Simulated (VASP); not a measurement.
# CsPbCl3 (Pm-3m) in VASP: notebook, part 2 of 2

VASP 6.6.1. Earlier steps stand in the parts before.

## (4) Relaxation of cell and atoms, PBEsol

This run uses another cell than the first one, of 34.70 Å³/atom.

File INCAR:

```
SYSTEM = CsPbCl3
ALGO = Normal ; EDIFF = 1E-6
EDIFFG = -0.01 ; ENCUT = 600
GGA = PS ; IBRION = 2
ISIF = 3 ; ISMEAR = -1
LASPH = .TRUE. ; LCHARG = .FALSE.
LREAL = .FALSE. ; LWAVE = .FALSE.
NELM = 80 ; NSW = 60
PREC = Accurate ; SIGMA = 0.1
```

File KPOINTS:

```
k-points
0
G
  4 4 4
  0 0 0
```

File POSCAR:

```
CsPbCl3
1.0
    5.5773270000      0.0000000000      0.0000000000
    0.0000000000      5.5773270000      0.0000000000
    0.0000000000      0.0000000000      5.5773270000
Cs Pb Cl
1 1 3
Direct
    0.0000000000      0.0000000000      0.0000000000
    0.5000000000      0.5000000000      0.5000000000
    0.5000000000      0.5000000000      0.0000000000
    0.0000000000      0.5000000000      0.5000000000
    0.5000000000      0.0000000000      0.5000000000
```

Potentials or basis: VASP PAW PBE potentials, release 64 (Cs_sv, Pb_d, Cl).

Launch:

```bash
$ cat potpaw_PBE.64/Cs_sv/POTCAR potpaw_PBE.64/Pb_d/POTCAR potpaw_PBE.64/Cl/POTCAR > POTCAR
$ mpirun -np 1 vasp_std > vasp.out
```

OUTCAR:

```text
SYSTEM = CsPbCl3
   EDIFF = 1E-6
   EDIFFG = -0.01
   ENCUT = 600
   GGA = PS
   IBRION = 2
   ISIF = 3
   ISMEAR = -1
   LASPH = .TRUE.
   LREAL = .FALSE.
   NELM = 80
   NSW = 60
   PREC = Accurate

 ion  position               nearest neighbor table
   1  0.000  0.000  0.000-
   2  0.500  0.500  0.500-   3 2.79   4 2.79   5 2.79   3 2.79   5 2.79   4 2.79
   3  0.500  0.500  0.000-   2 2.79   2 2.79
   4  0.000  0.500  0.500-   2 2.79   2 2.79
   5  0.500  0.000  0.500-   2 2.79   2 2.79

  LATTYP: Found a simple cubic cell.
 ALAT       =     5.5773270000

  Lattice vectors:

 A1 = (   5.5773270000,   0.0000000000,   0.0000000000)
 A2 = (   0.0000000000,   5.5773270000,   0.0000000000)
 A3 = (   0.0000000000,   0.0000000000,   5.5773270000)

Analysis of symmetry for initial positions (statically):
=====================================================================
 Subroutine PRICEL returns:
 Original cell was already a primitive cell.

 Routine SETGRP: Setting up the symmetry group for a
 simple cubic supercell.

 Subroutine GETGRP returns: Found 48 space group operations
 (whereof 48 operations were pure point group operations)
 out of a pool of 48 trial point group operations.

The static configuration has the point symmetry O_h .

Analysis of symmetry for dynamics (positions and initial velocities):
=====================================================================
 Subroutine PRICEL returns:
 Original cell was already a primitive cell.

 Routine SETGRP: Setting up the symmetry group for a
 simple cubic supercell.

 Subroutine GETGRP returns: Found 48 space group operations
 (whereof 48 operations were pure point group operations)
 out of a pool of 48 trial point group operations.

The dynamic configuration has the point symmetry O_h .

 Subroutine INISYM returns: Found 48 space group operations
 (whereof 48 operations are pure point group operations),
 and found     1 'primitive' translations

----------------------------------------------------------------------------------------

                                     Primitive cell

  volume of cell :     173.4915

  direct lattice vectors                    reciprocal lattice vectors
     5.577327000  0.000000000  0.000000000     0.179297359  0.000000000  0.000000000
     0.000000000  5.577327000  0.000000000     0.000000000  0.179297359  0.000000000
     0.000000000  0.000000000  5.577327000     0.000000000  0.000000000  0.179297359

  length of vectors
     5.577327000  5.577327000  5.577327000     0.179297359  0.179297359  0.179297359

  position of ions in fractional coordinates (direct lattice)
     0.000000000  0.000000000  0.000000000
     0.500000000  0.500000000  0.500000000
     0.500000000  0.500000000  0.000000000
     0.000000000  0.500000000  0.500000000
     0.500000000  0.000000000  0.500000000

  ion indices of the primitive-cell ions
   primitive index   ion index
                 1           1
                 2           2
                 3           3
                 4           4
                 5           5

----------------------------------------------------------------------------------------

 KPOINTS: k-points

Automatic generation of k-mesh.
 Grid dimensions read from file:
 generate k-points for:    4    4    4

 Generating k-lattice:

  Cartesian coordinates                     Fractional coordinates (reciprocal lattice)
     0.044824340  0.000000000  0.000000000     0.250000000  0.000000000  0.000000000
     0.000000000  0.044824340  0.000000000     0.000000000  0.250000000  0.000000000
     0.000000000  0.000000000  0.044824340     0.000000000  0.000000000  0.250000000

  Length of vectors
     0.044824340  0.044824340  0.044824340

  Shift w.r.t. Gamma in fractional coordinates (k-lattice)
     0.000000000  0.000000000  0.000000000

 Subroutine IBZKPT returns following result:
 ===========================================

 Found     10 irreducible k-points:

 Following reciprocal coordinates:
            Coordinates               Weight
  0.000000  0.000000  0.000000      1.000000
  0.250000  0.000000  0.000000      6.000000
  0.500000  0.000000  0.000000      3.000000
  0.250000  0.250000  0.000000     12.000000
  0.500000  0.250000  0.000000     12.000000
  0.500000  0.500000  0.000000      3.000000
  0.250000  0.250000  0.250000      8.000000
  0.500000  0.250000  0.250000     12.000000
  0.500000  0.500000  0.250000      6.000000
  0.500000  0.500000  0.500000      1.000000
   k-points           NKPTS =     10   k-points in BZ     NKDIM =     10   number of bands    NBANDS=     26
   number of dos      NEDOS =    301   number of ions     NIONS =      5
   total plane-waves  NPLWV = 110592
   dimension x,y,z NGX =    48 NGY =   48 NGZ =   48
   dimension x,y,z NGXF=    96 NGYF=   96 NGZF=   96
   ions per type =               1   1   3
   NGX,Y,Z   is equivalent  to a cutoff of  14.31, 14.31, 14.31 a.u.
   NGXF,Y,Z  is equivalent  to a cutoff of  28.62, 28.62, 28.62 a.u.
 SYSTEM =  CsPbCl3
   PREC   = accura    normal or accurate (medium, high low for compatibility)
   ISTART =      0    job   : 0-new  1-cont  2-samecut
   ICHARG =      2    charge: 1-file 2-atom 10-const
   ISPIN  =      1    spin polarized calculation?
   LNONCOLLINEAR =      F non collinear calculations
   LSORBIT =      F    spin-orbit coupling
   LASPH  =      T    aspherical Exc in radial PAW
   ENCUT  =  600.0 eV  44.10 Ry    6.64 a.u.  11.14 11.14 11.14*2*pi/ulx,y,z
   NELM   =     80;   NELMIN=  2; NELMDL= -5     # of ELM steps
   EDIFF  = 0.1E-05   stopping-criterion for ELM
   LREAL  =      F    real-space projection
   EDIFFG = -.1E-01   stopping-criterion for IOM
   NSW    =     60    number of steps for IOM
   IBRION =      2    ionic relax: 0-MD 1-quasi-New 2-CG
   NFREE  =      1    steps in history (QN), initial steepest desc. (CG)
   ISIF   =      3    stress and relaxation
   ISYM   =      2    0-nonsym 1-usesym 2-fastsym
   POTIM  = 0.5000    time-step for ionic-motion
   TEBEG  =    0.0;   TEEND  =   0.0 temperature during run
   PSTRESS=    0.0 pullay stress
   NELECT =      44.0000    total number of electrons
   NUPDOWN=      -1.0000    fix difference up-down
   EMIN   =  10.00;   EMAX   =-10.00  energy-range for DOS
   EFERMI =   0.00;   METHOD = LEGACY
   ISMEAR =    -1;   SIGMA  =   0.10  broadening in eV -4-tet -1-fermi 0-gaus
   EFERMI_NEDOS =   21; number of points for ismear=-14 and -15
   IALGO  =     38    algorithm
   IMIX   =      4    mixing-type and parameters
     AMIX     =   0.40;   BMIX     =  1.00
     AMIX_MAG =   1.60;   BMIX_MAG =  1.00
  volume/ion in A,a.u.               =      34.70       234.16
  Fermi-wavevector in a.u.,A,eV,Ry     =   1.036254  1.958236 14.610244  1.073823
  Thomas-Fermi vector in A             =   2.170636
   LORBIT       =      0    0 simple, 1 ext, 2 COOP (PROOUT), +10 PAW based schemes
   GGA     = PS    functional components
   LHFCALC =     F    Hartree Fock is set to
   AEXX    =    0.0000 exact exchange contribution
   IVDW    =     0    specifies the selected vdW correction
   LEPSILON=     F    determine dielectric tensor
   LRPA    =     F    only Hartree local field effects (RPA)
 conjugate gradient relaxation of ions
 non-spin polarized calculation
  energy-cutoff  :      600.00
  volume of cell :      173.49
 maximum number of plane-waves:      5832
 NGX is ok and might be reduce to    48
   NGX = 23   NGY = 23   NGZ = 23

--------------------------------------- Ionic step        1  -------------------------------------------

 number of electron      43.9999993 magnetization

 Free energy of the ion-electron system (eV)
  ---------------------------------------------------
  ext. energy  EPLUGINS =         0.00000000
  ---------------------------------------------------
  free energy    TOTEN  =       -18.35040363 eV

  energy without entropy =      -18.35038315  energy(sigma->0) =      -18.35039339

------------------------ aborting loop because EDIFF is reached ----------------------------------------

  FORCE on cell =-STRESS in cart. coord.  units (eV):
  Direction    XX          YY          ZZ          XY          YZ          ZX
  --------------------------------------------------------------------------------------
  -------------------------------------------------------------------------------------
  Total        0.7403050      0.7403050      0.7403050     -0.0000000     -0.0000000      0.0000000
  in kB        6.8366436      6.8366436      6.8366436     -0.0000000     -0.0000000      0.0000000
  external PRESSURE =       6.8366436 kB  Pullay stress =       0.0000000 kB
[... 63 lines left out ...]
  energy  without entropy=      -18.3595926451  energy(sigma->0) =      -18.35959936

--------------------------------------- Ionic step        3  -------------------------------------------

 number of electron      43.9999993 magnetization

 Free energy of the ion-electron system (eV)
  ---------------------------------------------------
  ext. energy  EPLUGINS =         0.00000000
  ---------------------------------------------------
  free energy    TOTEN  =       -18.35986950 eV

  energy without entropy =      -18.35985709  energy(sigma->0) =      -18.35986330

 E-fermi :   2.4375     XC(G=0):  -7.9607

 val. band max:        1.5777297815   @ k =   0.5000   0.5000   0.5000
 cond. band min:       3.4269404557   @ k =   0.5000   0.5000   0.5000
 fundamental gap:      1.8492106742
 Fermi energy:         2.4374621373

 k-point     1 :       0.0000    0.0000    0.0000
  band No.  band energies     occupation
      1     -19.7119      2.00000
      2     -15.1498      2.00000
      3     -15.1498      2.00000
      4     -14.9123      2.00000
      5     -14.9123      2.00000
      6     -14.9123      2.00000
[... 311 lines left out ...]
  FREE ENERGIE OF THE ION-ELECTRON SYSTEM (eV)
  ---------------------------------------------------
  free  energy   TOTEN  =       -18.3598694982 eV

  energy  without entropy=      -18.3598570932  energy(sigma->0) =      -18.35986330

 reached required accuracy - stopping structural energy minimisation
```

CONTCAR:

```text
CsPbCl3
   1.00000000000000
     5.6250870093152061   -0.0000000000000000    0.0000000000000000
    -0.0000000000000000    5.6250870093152061    0.0000000000000000
    -0.0000000000000000   -0.0000000000000000    5.6250870093152061
  Cs              Pb              Cl
     1     1     3
Direct
     0.0000000000000000    0.0000000000000000    0.0000000000000000
     0.5000000000000000    0.5000000000000000    0.5000000000000000
     0.5000000000000000    0.5000000000000000    0.0000000000000000
     0.0000000000000000    0.5000000000000000    0.5000000000000000
     0.5000000000000000    0.0000000000000000    0.5000000000000000

  0.00000000E+00  0.00000000E+00  0.00000000E+00
  0.00000000E+00  0.00000000E+00  0.00000000E+00
  0.00000000E+00  0.00000000E+00  0.00000000E+00
  0.00000000E+00  0.00000000E+00  0.00000000E+00
  0.00000000E+00  0.00000000E+00  0.00000000E+00
```

Run time: 1.9 min. Hardware: 1 thread of Intel Xeon Platinum 8259CL at 2.50GHz (Skylake/Cascade Lake), shared host; peak memory 0.37 GiB.

What came out:

| Item | Value |
| --- | --- |
| Free energy | -18.3599 eV |
| Relaxed volume | 35.60 Å³/atom |
| Relaxed cell | a = 5.625 Å, b = 5.625 Å, c = 5.625 Å, α = 90.00°, β = 90.00°, γ = 90.00° |
| Space group after relaxing (to 0.1 Å) | Pm-3m (No. 221) |
| Energy gained by relaxing | 1.9 meV/atom |
| Ionic steps | 3 |
| Pressure after relaxing | 0.0 GPa |
| Band gap on the k mesh | 1.85 eV |

Step by step:
```
step  energy change (eV)  largest force (eV/Å)  pressure (GPa)  volume (Å³)
   1              0.0000                0.0000            0.68       173.49
   2             -0.0092                0.0000            0.11       177.24
   3             -0.0095                0.0000            0.00       177.99
```

Final structure:
```
Cs Pb Cl
1.0
     5.62509    0.00000    0.00000
     0.00000    5.62509    0.00000
     0.00000    0.00000    5.62509
Cs Pb Cl
1 1 3
Direct
  0.00000 0.00000 0.00000
  0.50000 0.50000 0.50000
  0.50000 0.50000 0.00000
  0.00000 0.50000 0.50000
  0.50000 0.00000 0.50000
```

Levels at points of the mesh, in eV from the valence-band top:
```tsv
k point	band 20	band 21	band 22	band 23	band 24	band 25
(0.00, 0.00, 0.00)	-2.45	-2.45	-2.45	3.26	4.28	4.28
(0.50, 0.00, 0.00)	-2.56	-2.56	-1.65	2.94	4.64	5.20
(0.50, 0.50, 0.00)	-2.68	-2.14	-0.80	2.44	2.44	4.86
(0.50, 0.50, 0.50)	-2.13	-2.13	0.00	1.85	1.85	1.85
```

Caveat: the PAW data sets were made with another functional, which shifts forces and pressure a little; spin-orbit coupling is left out, which moves the levels of the heavy elements.

## (5) Summary

| task | cell | k mesh | cutoff (eV) | gap on the mesh (eV) | pressure (GPa) | relaxed volume (Å³/atom) |
| --- | --- | --- | --- | --- | --- | --- |
| single point | a = 5.624 Å, 5 atoms | 4 × 4 × 4 | 520 | 1.85 | 0.0 | - |
| relaxation of cell and atoms | relaxed from a = 5.577 Å, 5 atoms | 3 × 3 × 3 | 600 | 4.19 | 0.0 | 35.05 |
| relaxation of cell and atoms | relaxed from a = 5.577 Å, 5 atoms | 4 × 4 × 4 | 600 | 1.85 | 0.0 | 35.60 |

Alike in all rows: level PBEsol; potentials or basis VASP PAW PBE potentials, release 64 (Cs_sv, Pb_d, Cl); no spin polarisation; smearing fermi-dirac 0.1 eV.

Caveats: the PAW data sets were made with another functional, which shifts forces and pressure a little; spin-orbit coupling is left out, which moves the levels of the heavy elements; an odd mesh through Γ misses points on the zone boundary, where band edges can lie (at least some runs).

Total energies depend on the potentials used, so only differences within one code and one set of settings carry meaning.
